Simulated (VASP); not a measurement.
# Ga16SiN15 (a cell with a defect) in VASP: single point with PBE

Aim: the single point of Ga16SiN15 (a cell with a defect) with PBE.

All numbers are computed with VASP 6.6.1; they aren't measurements. Logs are shortened: lines on timing, memory, paths and dates and some standing lists are left out, and cuts for length are marked.

## (1) The cell of the first run

The cell holds a defect, 32 atoms: a = 6.360 Å, b = 6.360 Å, c = 10.332 Å, α = 90.00°, β = 90.00°, γ = 120.00°.

## (2) Single point, PBE

INCAR

```
PREC = Accurate
ENCUT = 520
EDIFF = 1E-6
ISMEAR = -1
SIGMA = 0.01
LREAL = Auto
LASPH = True
NELM = 100
ALGO = Normal
ISIF = 2
LWAVE = False
LCHARG = False
GGA = PE
NBANDS = 166
NELECT = 288.0
```

KPOINTS

```
regular mesh
0
Gamma
  4 4 2
```

POSCAR

```
Ga16SiN15
1.0
    6.3600000000      0.0000000000      0.0000000000
   -3.1800000000      5.5079215680      0.0000000000
    0.0000000000      0.0000000000     10.3320000000
Ga Si N
16 1 15
Direct
    0.1666666667      0.3333333333     -0.0292999179
    0.1666666667      0.3333333333      0.4942837697
    0.1714695054      0.8357347527      0.0010860209
    0.1608527553      0.8304263777      0.5035001546
    0.6642652473      0.3285304946      0.0010860209
    0.6695736223      0.3391472447      0.5035001546
    0.6642652473      0.8357347527      0.0010860209
    0.6695736223      0.8304263777      0.5035001546
    0.3456061779      0.1543938221      0.2608127202
    0.3351986342      0.1648013658      0.7431946426
    0.3456061779      0.6912123558      0.2608127202
    0.3351986342      0.6703972684      0.7431946426
    0.8087876442      0.1543938221      0.2608127202
    0.8296027316      0.1648013658      0.7431946426
    0.8333333333      0.6666666667      0.2458434743
    0.8333333333      0.6666666667      0.7566466285
    0.1666666667      0.3333333333      0.1807223983
    0.1666666667      0.3333333333      0.6854565653
    0.1682838696      0.8341419348      0.1886981755
    0.1597037605      0.8298518803      0.6886090799
    0.6658580652      0.3317161304      0.1886981755
    0.6701481197      0.3402962395      0.6886090799
    0.6658580652      0.8341419348      0.1886981755
    0.6701481197      0.8298518803      0.6886090799
    0.3375586143      0.1624413857      0.4492649886
    0.3387476805      0.1612523195      0.9271555709
    0.3375586143      0.6751172286      0.4492649886
    0.3387476805      0.6774953610      0.9271555709
    0.8248827714      0.1624413857      0.4492649886
    0.8225046390      0.1612523195      0.9271555709
    0.8333333333      0.6666666667      0.4357922487
    0.8333333333      0.6666666667      0.9435907730
```

Potentials or basis: VASP PAW PBE potentials, release 64 (Ga_d, Si, N).

On the command line:

```sh
$ cat potpaw_PBE.64/Ga_d/POTCAR potpaw_PBE.64/Si/POTCAR potpaw_PBE.64/N/POTCAR > POTCAR
$ mpirun -np 1 vasp_std > vasp.out
```

OUTCAR:

```text
PREC = Accurate
   ENCUT = 520
   EDIFF = 1E-6
   ISMEAR = -1
   LREAL = Auto
   LASPH = True
   NELM = 100
   ISIF = 2
   GGA = PE
   NELECT = 288.0

 ion  position               nearest neighbor table
   1  0.167  0.333  0.971-  26 1.95  28 1.95  30 1.95  17 2.17
   2  0.167  0.333  0.494-  25 1.94  27 1.94  29 1.94  18 1.98
   3  0.171  0.836  0.001-  19 1.94  26 1.95  28 1.95  32 1.95
   4  0.161  0.830  0.504-  20 1.91  25 1.91  27 1.91  31 1.93
   5  0.664  0.329  0.001-  21 1.94  26 1.95  30 1.95  32 1.95
   6  0.670  0.339  0.504-  22 1.91  25 1.91  29 1.91  31 1.93
[... 24 lines left out ...]
  31  0.833  0.667  0.436-   6 1.93   8 1.93   4 1.93  15 1.96
  32  0.833  0.667  0.944-  16 1.93   7 1.95   5 1.95   3 1.95

  LATTYP: Found a hexagonal cell.
 ALAT       =     6.3600000000
 C/A-ratio  =     1.6245283019

  Lattice vectors:

 A1 = (   6.3600000000,   0.0000000000,   0.0000000000)
 A2 = (  -3.1800000000,   5.5079215680,   0.0000000000)
 A3 = (   0.0000000000,   0.0000000000,  10.3320000000)

Analysis of symmetry for initial positions (statically):
=====================================================================
 Subroutine PRICEL returns:
 Original cell was already a primitive cell.

 Routine SETGRP: Setting up the symmetry group for a
 hexagonal supercell.

 Subroutine GETGRP returns: Found  6 space group operations
 (whereof  2 operations were pure point group operations)
 out of a pool of 24 trial point group operations.

The static configuration has the point symmetry C_1h.
 The point group associated with its full space group is C_3v.

Analysis of symmetry for dynamics (positions and initial velocities):
=====================================================================
 Subroutine PRICEL returns:
 Original cell was already a primitive cell.

 Routine SETGRP: Setting up the symmetry group for a
 hexagonal supercell.

 Subroutine GETGRP returns: Found  6 space group operations
 (whereof  2 operations were pure point group operations)
 out of a pool of 24 trial point group operations.

The dynamic configuration has the point symmetry C_1h.
 The point group associated with its full space group is C_3v.

 Subroutine INISYM returns: Found  6 space group operations
 (whereof  2 operations are pure point group operations),
 and found     1 'primitive' translations

----------------------------------------------------------------------------------------
[... 140 lines left out ...]
   IBRION =     -1    ionic relax: 0-MD 1-quasi-New 2-CG
   NFREE  =      0    steps in history (QN), initial steepest desc. (CG)
   ISIF   =      2    stress and relaxation
   ISYM   =      2    0-nonsym 1-usesym 2-fastsym
   POTIM  = 0.5000    time-step for ionic-motion
   TEBEG  =    0.0;   TEEND  =   0.0 temperature during run
   PSTRESS=    0.0 pullay stress
   NELECT =     288.0000    total number of electrons
   NUPDOWN=      -1.0000    fix difference up-down
   EMIN   =  10.00;   EMAX   =-10.00  energy-range for DOS
   EFERMI =   0.00;   METHOD = LEGACY
   ISMEAR =    -1;   SIGMA  =   0.01  broadening in eV -4-tet -1-fermi 0-gaus
   EFERMI_NEDOS =   21; number of points for ismear=-14 and -15
   IALGO  =     38    algorithm
   IMIX   =      4    mixing-type and parameters
     AMIX     =   0.40;   BMIX     =  1.00
     AMIX_MAG =   1.60;   BMIX_MAG =  1.00
  volume/ion in A,a.u.               =      11.31        76.33
  Fermi-wavevector in a.u.,A,eV,Ry     =   1.517036  2.866782 31.312427  2.301398
  Thomas-Fermi vector in A             =   2.626345
   LORBIT       =      0    0 simple, 1 ext, 2 COOP (PROOUT), +10 PAW based schemes
   GGA     = PE    functional components
   LHFCALC =     F    Hartree Fock is set to
   AEXX    =    0.0000 exact exchange contribution
   IVDW    =     0    specifies the selected vdW correction
   LEPSILON=     F    determine dielectric tensor
   LRPA    =     F    only Hartree local field effects (RPA)
 non-spin polarized calculation
  energy-cutoff  :      520.00
  volume of cell :      361.93
 maximum number of plane-waves:      9768
 NGX is ok and might be reduce to    48
   NGX = 23   NGY = 23   NGZ = 39

 number of electron     288.0000009 magnetization

 Free energy of the ion-electron system (eV)
  ---------------------------------------------------
  ext. energy  EPLUGINS =         0.00000000
  ---------------------------------------------------
  free energy    TOTEN  =      -177.65108558 eV

  energy without entropy =     -177.64971101  energy(sigma->0) =     -177.65039829

 E-fermi :   7.9218     XC(G=0): -11.8395

 val. band max:        7.9141795325   @ k =   0.0000   0.0000   0.0000
 cond. band min:       8.7429241117   @ k =   0.2500   0.0000   0.0000
 fundamental gap:      0.8287445793
 Fermi energy:         7.9218023171

 k-point     1 :       0.0000    0.0000    0.0000
  band No.  band energies     occupation
      1     -10.5849      2.00000
      2      -9.9981      2.00000
      3      -9.8290      2.00000
      4      -9.6973      2.00000
      5      -9.6973      2.00000
      6      -9.5985      2.00000
[... 1261 lines left out ...]
    155      11.9034      0.00000
    156      12.1389      0.00000
 [bands above 156 left out]

------------------------ aborting loop because EDIFF is reached ----------------------------------------

  FORCE on cell =-STRESS in cart. coord.  units (eV):
  Direction    XX          YY          ZZ          XY          YZ          ZX
  --------------------------------------------------------------------------------------
  -------------------------------------------------------------------------------------
  Total       48.9162543     48.9162543     52.9488478      0.0000000      0.0000000     -0.0000000
  in kB      216.5381969    216.5381969    234.3893290      0.0000000      0.0000000     -0.0000000
  external PRESSURE =     222.4885743 kB  Pullay stress =       0.0000000 kB

 VOLUME and BASIS-vectors are now :
 -----------------------------------------------------------------------------
  energy-cutoff  :      520.00
  volume of cell :      361.93
      direct lattice vectors                 reciprocal lattice vectors
     6.360000000  0.000000000  0.000000000     0.157232704  0.090778344  0.000000000
    -3.180000000  5.507921568  0.000000000     0.000000000  0.181556688  0.000000000
     0.000000000  0.000000000 10.332000000     0.000000000  0.000000000  0.096786682

 POSITION                                       TOTAL-FORCE (eV/Angst)
 -----------------------------------------------------------------------------------
      0.00000      1.83597     10.02927        -0.000000      0.000000      0.053540
      0.00000      1.83597      5.10694        -0.000000      0.000000     -0.028495
     -1.56709      4.60316      0.01122        -0.000018     -0.000010      0.009770
     -1.61773      4.57392      5.20216         0.005466      0.003156      0.001856
      3.18000      1.80952      0.01122        -0.000000      0.000021      0.009770
      3.18000      1.86800      5.20216        -0.000000     -0.006312      0.001856
[... 24 lines left out ...]
      3.18000      3.67195      4.50261        -0.000000      0.000000      0.005164
      3.18000      3.67195      9.74918        -0.000000      0.000000     -0.004864
 -----------------------------------------------------------------------------------
    total drift:                                0.000011     -0.000008     -0.014239

  FREE ENERGIE OF THE ION-ELECTRON SYSTEM (eV)
  ---------------------------------------------------
  free  energy   TOTEN  =      -177.6510855760 eV

  energy  without entropy=     -177.6497110054  energy(sigma->0) =     -177.65039829
```

OSZICAR:

```text
N       E                     dE             d eps       ncg     rms          rms(c)
DAV:   1     0.516322750836E+04    0.51632E+04   -0.10706E+05  2732   0.326E+03
DAV:   2     0.117936725996E+04   -0.39839E+04   -0.38041E+04  2656   0.948E+02
DAV:   3    -0.252448102172E+02   -0.12046E+04   -0.11321E+04  3176   0.324E+02
[... 11 lines left out ...]
DAV:  15    -0.177651070549E+03   -0.88661E-04   -0.12909E-03  3080   0.196E-01    0.531E-02
DAV:  16    -0.177651075268E+03   -0.47192E-05   -0.40559E-04  3808   0.244E-01    0.189E-02
DAV:  17    -0.177651081152E+03   -0.58845E-05   -0.10240E-04  4448   0.108E-01    0.874E-03
DAV:  18    -0.177651085842E+03   -0.46900E-05   -0.58055E-05  3032   0.536E-02    0.977E-03
DAV:  19    -0.177651086507E+03   -0.66484E-06   -0.10353E-05  2496   0.293E-02    0.788E-03
DAV:  20    -0.177651085576E+03    0.93108E-06   -0.32939E-06  2248   0.180E-02
   1 F= -.17765109E+03 E0= -.17765040E+03  d E =-.137457E-02
```

stdout:

```text
POSCAR found type information on POSCAR GaSiN
 POSCAR found :  3 types and      32 ions
 scaLAPACK will be used
 LDA part: xc-table for (Slater+PW92), standard interpolation
 POSCAR, INCAR and KPOINTS ok, starting setup
 FFT: planning ... GRIDC
 FFT: planning ... GRID_SOFT
 FFT: planning ... GRID
 WAVECAR not read
 entering main loop
 the old and the new charge density differ
 old charge density:   287.00000 new  288.00000
    0.311E+01
```

Wall time 17 min (1 thread of Intel Xeon 6975P-C (Granite Rapids), shared host); peak memory 0.61 GiB.

Results:

* Free energy: -177.6511 eV
* Largest force: 0.054 eV/Å

Forces on the atoms (eV/Å):
```
Ga   0.000  0.000  0.054
Ga   0.000  0.000 -0.028
Ga   0.000  0.000  0.010
Ga   0.005  0.003  0.002
Ga   0.000  0.000  0.010
Ga   0.000 -0.006  0.002
Ga   0.000  0.000  0.010
Ga  -0.005  0.003  0.002
Ga  -0.037  0.022 -0.020
Ga   0.009 -0.005  0.004
Ga   0.000 -0.043 -0.020
Ga   0.000  0.010  0.004
Ga   0.037  0.022 -0.020
Ga  -0.009 -0.005  0.004
Ga   0.000  0.000 -0.003
Ga   0.000  0.000 -0.009
Si   0.000  0.000  0.012
N    0.000  0.000  0.004
N    0.007  0.004  0.009
N   -0.002 -0.001 -0.003
N    0.000 -0.008  0.009
N    0.000  0.003 -0.003
N   -0.007  0.004  0.009
N    0.002 -0.001 -0.003
N    0.007 -0.004  0.005
N    0.000  0.000 -0.016
N    0.000  0.008  0.005
N    0.000  0.001 -0.016
N   -0.007 -0.004  0.005
N    0.000  0.000 -0.016
N    0.000  0.000  0.005
N    0.000  0.000 -0.005
```

Caveat: the cell carries a net charge on a neutralising background, which shifts energy and pressure; the cell is charged against a uniform background, so pressure and absolute levels hang on convention.
